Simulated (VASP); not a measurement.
Runs of VASP 6.6.1 on Mo. The structure is that of space group P6/mmm (No. 191), or close to it. The cells are those of the table. 

```csv
task,cell,cutoff (eV),gap on the mesh (eV),pressure (GPa)
relaxation of cell and atoms,"relaxed to 6.5 GPa from a = 2.660, b = 2.660, c = 2.500 Å, angles 90.0, 90.0, 120.0°, 1 atom",600,none,6.5
single point,"a = 2.708, b = 2.708, c = 2.445 Å, angles 90.0, 90.0, 120.0°, 1 atom",520,none,(a)
relaxation of cell and atoms,"relaxed to 6.5 GPa from a = 2.707, b = 2.707, c = 2.444 Å, angles 90.0, 90.0, 120.0°, 1 atom",600,none,6.5
single point,"a = 2.707, b = 2.707, c = 2.444 Å, angles 90.0, 90.0, 120.0°, 1 atom",520,none,7.7
```

Alike in all rows: level LDA; potentials or basis VASP PAW LDA potentials, release 64 (Mo_sv); no spin polarisation; k mesh 17 × 17 × 15; smearing fermi-dirac 0.05 eV.

**Question.** Estimate the missing entries.

**Answer.** (a) 7.6.

Caveats: the cell is relaxed towards a set pressure, so the enthalpy falls and the energy may rise (some runs).

A k mesh can miss the band edges, and the runs leave out spin-orbit coupling on Mo.

A gap of «none» marks levels without a gap at the run's occupations.
